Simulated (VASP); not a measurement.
Write the native input for VASP 6.6.1 that does the following.

```yaml
Task: single point
Functional: LDA
Potentials_or_basis: VASP PAW LDA potentials, release 64 (P)
Cutoff: 520 eV
k_mesh: 17 × 17 × 17
Occupations: fermi-dirac, width 0.1 eV
Spin: no spin polarisation
Dipole_correction: no
Further_INCAR_settings: ALGO = Normal; EDIFF = 1e-06; NBANDS = 8
```

The structure of P lies in POSCAR:

```
P
1.0
    0.0000000000      1.4606113894      1.4606113894
    1.4606113894      0.0000000000      1.4606113894
    1.4606113894      1.4606113894      0.0000000000
P
1
Direct
    0.0000000000      0.0000000000      0.0000000000
```

This cell differs from its parent crystal: volume scaled by 0.45.

These files were run (other wordings do the same):

INCAR

```
ALGO     = Normal         # electronic algorithm
EDIFF    = 1E-6           # SCF threshold, eV
ENCUT    = 520            # plane-wave cutoff, eV
ISIF     = 2              # what is computed and relaxed
ISMEAR   = -1             # smearing method
LASPH    = True           # aspherical terms in the spheres
LCHARG   = False          # write CHGCAR
LREAL    = False          # projectors in reciprocal space
LWAVE    = False          # write WAVECAR
NBANDS   = 8              # bands
NELM     = 100            # most SCF steps
PREC     = Accurate       # precision mode
SIGMA    = 0.1            # smearing width, eV
```

KPOINTS

```
k-points
0
Gamma
  17 17 17
```

Potentials or basis: VASP PAW LDA potentials, release 64 (P).

Command:

```console
$ cat potpaw_LDA.64/P/POTCAR > POTCAR
$ mpirun -np 1 vasp_std > vasp.out
```

Results of the run:

| Property | Result |
| --- | --- |
| Pressure | 383.0 GPa |

Run time: 2.8 s on 1 thread of Intel(R) Xeon(R) Platinum 8488C (Sapphire Rapids) (shared host), peak memory 0.1 GiB.
